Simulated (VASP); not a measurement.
# Hf5TiN6 (P-62m) in VASP: further runs, part 2 of 2

VASP 6.6.1. Earlier steps stand in the parts before.

## Step 3: Single point, PBE, collinear spin

File INCAR:

```
PREC = Accurate
ENCUT = 520
EDIFF = 1E-7
ISMEAR = 0
SIGMA = 0.1
LREAL = False
LASPH = True
NELM = 150
ALGO = Normal
ISIF = 2
LWAVE = False
LCHARG = False
ISPIN = 2
MAGMOM = 0 0 0 0 0 1 0 0 0 0 0 0
LORBIT = 11
LMAXMIX = 4
GGA = PE
NBANDS = 62
```

File KPOINTS:

```
regular mesh
0
Gamma
  6 6 4
```

File POSCAR:

```
Hf5TiN6
1.0
    5.4189822000      0.0000000000      0.0000000000
   -2.7094911000      4.6929762000      0.0000000000
    0.0000000000      0.0000000000      5.4077752000
Hf Ti N
5 1 6
Direct
    0.3333333000      0.6666667000      0.5000000000
    0.6666667000      0.3333333000      0.5000000000
    0.0000000000      0.6690290000      0.0000000000
    0.6690290000      0.0000000000      0.0000000000
    0.3309710000      0.3309710000      0.0000000000
    0.0000000000      0.0000000000      0.5000000000
    0.0000000000      0.3304780000      0.7475160000
    0.6695220000      0.6695220000      0.7475160000
    0.3304780000      0.0000000000      0.7475160000
    0.0000000000      0.3304780000      0.2524840000
    0.6695220000      0.6695220000      0.2524840000
    0.3304780000      0.0000000000      0.2524840000
```

Potentials or basis: VASP PAW PBE potentials, release 64 (Hf_pv, Ti_sv, N).

On the command line:

```sh
cat potpaw_PBE.64/Hf_pv/POTCAR potpaw_PBE.64/Ti_sv/POTCAR potpaw_PBE.64/N/POTCAR > POTCAR
mpirun -np 1 vasp_std > vasp.out
```

OUTCAR:

```text
PREC = Accurate
   ENCUT = 520
   EDIFF = 1E-7
   ISMEAR = 0
   LREAL = False
   LASPH = True
   NELM = 150
   ISIF = 2
   ISPIN = 2
   LORBIT = 11
   GGA = PE

 ion  position               nearest neighbor table
   1  0.333  0.667  0.500-   9 2.25  12 2.25  10 2.25   7 2.25  11 2.25   8 2.25   2 3.13   6 3.13
                             2 3.13   6 3.13   6 3.13   2 3.13   3 3.26   3 3.26   4 3.26   4 3.26
   2  0.667  0.333  0.500-   7 2.25  10 2.25   9 2.25  12 2.25  11 2.25   8 2.25   1 3.13   6 3.13
                             1 3.13   6 3.13   6 3.13   1 3.13   4 3.26   4 3.26   3 3.26   3 3.26
   3  0.000  0.669  0.000-   9 2.25  12 2.25  11 2.25   8 2.25   7 2.29  10 2.29   5 3.11   4 3.11
                             4 3.14   5 3.14   5 3.14   4 3.14   6 3.24   6 3.24   1 3.26   1 3.26
   4  0.669  0.000  0.000-   7 2.25   8 2.25  10 2.25  11 2.25   9 2.29  12 2.29   5 3.11   3 3.11
                             3 3.14   5 3.14   5 3.14   3 3.14   6 3.24   6 3.24   2 3.26   2 3.26
   5  0.331  0.331  0.000-   9 2.25  12 2.25  10 2.25   7 2.25  11 2.29   8 2.29   3 3.11   4 3.11
                             4 3.14   3 3.14   3 3.14   4 3.14   6 3.24   6 3.24   1 3.26   1 3.26
   6  0.000  0.000  0.500-   7 2.24   8 2.24  10 2.24  11 2.24   9 2.24  12 2.24   1 3.13   2 3.13
                             1 3.13   2 3.13   2 3.13   1 3.13   3 3.24   5 3.24   3 3.24   5 3.24
   7  0.000  0.330  0.748-   6 2.24   4 2.25   5 2.25   2 2.25   1 2.25   3 2.29
   8  0.670  0.670  0.748-   6 2.24   4 2.25   3 2.25   2 2.25   1 2.25   5 2.29
   9  0.330  0.000  0.748-   6 2.24   5 2.25   3 2.25   1 2.25   2 2.25   4 2.29
  10  0.000  0.330  0.252-   6 2.24   4 2.25   5 2.25   2 2.25   1 2.25   3 2.29
  11  0.670  0.670  0.252-   6 2.24   4 2.25   3 2.25   2 2.25   1 2.25   5 2.29
  12  0.330  0.000  0.252-   6 2.24   5 2.25   3 2.25   1 2.25   2 2.25   4 2.29

  LATTYP: Found a hexagonal cell.
 ALAT       =     5.4189822000
 C/A-ratio  =     0.9979318995

  Lattice vectors:

 A1 = (   5.4189822000,   0.0000000000,   0.0000000000)
 A2 = (  -2.7094911000,   4.6929762000,   0.0000000000)
 A3 = (   0.0000000000,   0.0000000000,   5.4077752000)

Analysis of symmetry for initial positions (statically):
=====================================================================
 Subroutine PRICEL returns:
 Original cell was already a primitive cell.

 Routine SETGRP: Setting up the symmetry group for a
 hexagonal supercell.

 Subroutine GETGRP returns: Found 12 space group operations
 (whereof 12 operations were pure point group operations)
 out of a pool of 24 trial point group operations.

The static configuration has the point symmetry D_3h.

Analysis of symmetry for dynamics (positions and initial velocities):
=====================================================================
 Subroutine PRICEL returns:
 Original cell was already a primitive cell.

 Routine SETGRP: Setting up the symmetry group for a
 hexagonal supercell.

 Subroutine GETGRP returns: Found 12 space group operations
 (whereof 12 operations were pure point group operations)
 out of a pool of 24 trial point group operations.

The dynamic configuration has the point symmetry D_3h.

Analysis of structural, dynamic, and magnetic symmetry:
=====================================================================
 Subroutine PRICEL returns:
 Original cell was already a primitive cell.

 Routine SETGRP: Setting up the symmetry group for a
 hexagonal supercell.

 Subroutine GETGRP returns: Found 12 space group operations
 (whereof 12 operations were pure point group operations)
[... 148 lines left out ...]
   LRPA    =     F    only Hartree local field effects (RPA)
 spin polarized calculation
 Gauss-broadening in eV      SIGMA  =   0.10
  energy-cutoff  :      520.00
  volume of cell :      137.53
 maximum number of plane-waves:      3747
   NGX = 21   NGY = 21   NGZ = 21

 number of electron      92.0000004 magnetization      -0.0079091

 number of electron      92.0000004 magnetization       0.0000959

 Free energy of the ion-electron system (eV)
  ---------------------------------------------------
  ext. energy  EPLUGINS =         0.00000000
  ---------------------------------------------------
  free energy    TOTEN  =      -127.76123161 eV

  energy without entropy =     -127.74194479  energy(sigma->0) =     -127.75158820

 E-fermi :   7.9861     XC(G=0): -12.6531

 val. band max:        7.9828777258   @ k =   0.5000   0.0000   0.5000
 cond. band min:       8.0083354493   @ k =   0.1667   0.1667   0.5000
 fundamental gap:      0.0254577236
 Fermi energy:         7.9861079754

 spin component 1

 k-point     1 :       0.0000    0.0000    0.0000
  band No.  band energies     occupation
      1     -49.5984      1.00000
      2     -25.9655      1.00000
      3     -25.8450      1.00000
      4     -25.8450      1.00000
      5     -23.4402      1.00000
      6     -23.2977      1.00000
[... 1270 lines left out ...]
     57      12.0784      0.00000
     58      12.0784      0.00000
 Fermi energy:         7.9861079754

 spin component 2

 k-point     1 :       0.0000    0.0000    0.0000
  band No.  band energies     occupation
      1     -49.5985      1.00000
      2     -25.9655      1.00000
      3     -25.8450      1.00000
      4     -25.8450      1.00000
      5     -23.4401      1.00000
      6     -23.2977      1.00000
[... 1270 lines left out ...]
     57      12.0784      0.00000
     58      12.0784      0.00000
 [bands above 58 left out]

------------------------ aborting loop because EDIFF is reached ----------------------------------------

  FORCE on cell =-STRESS in cart. coord.  units (eV):
  Direction    XX          YY          ZZ          XY          YZ          ZX
  --------------------------------------------------------------------------------------
  -------------------------------------------------------------------------------------
  Total       -1.9922092     -1.9922091     -0.6621809      0.0000000      0.0000000      0.0000000
  in kB      -23.2092340    -23.2092335     -7.7144066      0.0000000      0.0000000      0.0000000
  external PRESSURE =     -18.0442914 kB  Pullay stress =       0.0000000 kB

 VOLUME and BASIS-vectors are now :
 -----------------------------------------------------------------------------
  energy-cutoff  :      520.00
  volume of cell :      137.53
      direct lattice vectors                 reciprocal lattice vectors
     5.418982200  0.000000000  0.000000000     0.184536498  0.106542198  0.000000000
    -2.709491100  4.692976200  0.000000000     0.000000000  0.213084396  0.000000000
     0.000000000  0.000000000  5.407775200     0.000000000  0.000000000  0.184918929

 POSITION                                       TOTAL-FORCE (eV/Angst)
 -----------------------------------------------------------------------------------
     -0.00000      3.12865      2.70389         0.000000      0.000000      0.000000
      2.70949      1.56433      2.70389        -0.000000      0.000000      0.000000
     -1.81273      3.13974      0.00000        -0.009522      0.016492      0.000000
      3.62546      0.00000      0.00000         0.019043      0.000000      0.000000
      0.89676      1.55324      0.00000        -0.009522     -0.016492      0.000000
      0.00000      0.00000      2.70389        -0.000000      0.000000      0.000000
     -0.89543      1.55093      4.04240        -0.028292      0.049003      0.039772
      1.81406      3.14205      4.04240        -0.028292     -0.049003      0.039772
      1.79085      0.00000      4.04240         0.056583      0.000000      0.039772
     -0.89543      1.55093      1.36538        -0.028292      0.049003     -0.039772
      1.81406      3.14205      1.36538        -0.028292     -0.049003     -0.039772
      1.79085      0.00000      1.36538         0.056583      0.000000     -0.039772
 -----------------------------------------------------------------------------------
    total drift:                                0.000000     -0.000000      0.000000

  FREE ENERGIE OF THE ION-ELECTRON SYSTEM (eV)
  ---------------------------------------------------
  free  energy   TOTEN  =      -127.7612316060 eV

  energy  without entropy=     -127.7419447933  energy(sigma->0) =     -127.75158820

 total charge

# of ion       s       p       d       tot
------------------------------------------
    1        0.297   6.585   1.721   8.603
    2        0.297   6.585   1.721   8.603
    3        0.298   6.579   1.724   8.602
    4        0.298   6.579   1.724   8.602
    5        0.298   6.579   1.724   8.602
    6        2.154   6.161   1.903  10.217
    7        1.234   2.501   0.000   3.736
    8        1.234   2.501   0.000   3.736
    9        1.234   2.501   0.000   3.736
   10        1.234   2.501   0.000   3.736
   11        1.234   2.501   0.000   3.736
   12        1.234   2.501   0.000   3.736
--------------------------------------------------
tot         11.047  54.076  10.519  75.642

 magnetization (x)

# of ion       s       p       d       tot
------------------------------------------
    1       -0.000  -0.000  -0.000  -0.000
    2       -0.000  -0.000  -0.000  -0.000
    3        0.000   0.000   0.000   0.000
    4        0.000   0.000   0.000   0.000
    5        0.000   0.000   0.000   0.000
    6       -0.000  -0.000  -0.000  -0.000
    7        0.000   0.000   0.000   0.000
    8        0.000   0.000   0.000   0.000
    9        0.000   0.000   0.000   0.000
   10        0.000   0.000   0.000   0.000
   11        0.000   0.000   0.000   0.000
   12        0.000   0.000   0.000   0.000
--------------------------------------------------
tot          0.000   0.000   0.000   0.000
```

Wall time 9.5 min (1 thread of Intel Xeon Platinum 8259CL at 2.50GHz (Skylake/Cascade Lake), shared host); peak memory 0.46 GiB.

Results:

```
Free energy                                           : -127.7612 eV
Pressure                                              : -1.8 GPa
Largest force                                         : 0.069 eV/Å
Band gap on the k mesh                                : zero (filled and empty bands overlap)
Net moment                                            : 0.00 μB per cell
Valence electrons inside the program's atomic spheres : Hf 8.60; Ti 10.22; N 3.74
```

Forces in eV/Å, atoms in the order of the input:
```
Hf   0.000  0.000  0.000
Hf   0.000  0.000  0.000
Hf  -0.010  0.016  0.000
Hf   0.019  0.000  0.000
Hf  -0.010 -0.016  0.000
Ti   0.000  0.000  0.000
N   -0.028  0.049  0.040
N   -0.028 -0.049  0.040
N    0.057  0.000  0.040
N   -0.028  0.049 -0.040
N   -0.028 -0.049 -0.040
N    0.057  0.000 -0.040
```

Stress tensor (GPa, compression positive):
```
-2.32  0.00  0.00
 0.00 -2.32  0.00
 0.00  0.00 -0.77
```

Levels at points of the mesh, in eV from the Fermi level:
Spin up:
```tsv
k point	band 42	band 43	band 44	band 45	band 46	band 47	band 48	band 49	band 50	band 51
(0.00, 0.00, 0.00)	-2.91	-1.43	-0.45	0.16	0.16	0.28	0.30	0.80	0.80	1.45
(0.50, 0.00, 0.00)	-2.25	-2.22	-2.12	-1.74	-1.70	0.68	1.32	1.80	2.22	2.25
(0.00, 0.00, 0.50)	-3.97	-3.97	0.48	0.48	0.66	0.78	1.09	2.09	2.09	2.11
(0.50, 0.00, 0.50)	-4.03	-3.98	-0.25	-0.24	-0.23	-0.18	-0.11	0.00	2.21	2.32
```
Spin down:
| k point | band 43 | band 44 | band 45 | band 46 | band 47 | band 48 | band 49 | band 50 |
| --- | --- | --- | --- | --- | --- | --- | --- | --- |
| (0.00, 0.00, 0.00) | -1.43 | -0.45 | 0.16 | 0.16 | 0.28 | 0.30 | 0.80 | 0.80 |
| (0.50, 0.00, 0.00) | -2.22 | -2.12 | -1.74 | -1.70 | 0.68 | 1.32 | 1.80 | 2.22 |
| (0.00, 0.00, 0.50) | -3.97 | 0.48 | 0.48 | 0.66 | 0.78 | 1.09 | 2.09 | 2.09 |
| (0.50, 0.00, 0.50) | -3.98 | -0.25 | -0.24 | -0.23 | -0.18 | -0.11 | 0.00 | 2.21 |

Caveat: spin-orbit coupling is left out, which moves the levels of the heavy elements.

The gap in the log of VASP goes by the Fermi energy; the results here count the filled bands.